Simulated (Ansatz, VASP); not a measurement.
Two plane-wave programs on ScGa2AsP2

```
Sc Ga P As
1.0
     4.18874    0.00000    0.00000
    -2.09437    3.62756    0.00000
     0.00000    0.00000    8.34305
Sc Ga P As
1 2 2 1
Direct
  0.00000 0.00000 0.50000
  0.00000 0.00000 0.24148
  0.00000 0.00000 0.75852
  0.33333 0.66667 0.50000
  0.66667 0.33333 0.50000
  0.00000 0.00000 0.00000
```

Alike in both runs: task relaxation of cell and atoms; functional PBE; k mesh 6 × 6 × 2; occupations gaussian, width 0.1 eV; no spin polarisation.

```csv
,VASP,Ansatz
version,VASP 6.6.1,Ansatz 0.2.0
potentials or method,"VASP PAW PBE potentials, release 64 (Sc_sv, Ga_d, P, As), cutoff 600 eV","scalar-relativistic, plane waves, PAW"
valence electrons in the cell,52,62
```

Ansatz gave:

| Property | Result |
| --- | --- |
| gap on the k mesh at the Fermi level, each at its own relaxed structure (eV) | none |
| relaxed volume (Å³/atom) | 31.34 |
| relaxed cell length with the largest relative difference (Å) | 10.315 |

Task: What did VASP give for the same quantities?

Result: gap on the k mesh at the Fermi level, each at its own relaxed structure (eV): none; relaxed volume (Å³/atom): 31.30; relaxed cell length with the largest relative difference (Å): 10.303.

A gap of «none» marks a metal or a gap that the smearing closes. VASP's potentials hold 52 valence electrons a cell and Ansatz's 62, so a difference there can come from the potentials and not from the codes.

The k mesh is coarse, so the values compare programs but aren't converged. Noted on VASP's run: the volume moved by over 15 % at a fixed basis, so the end points are rough.
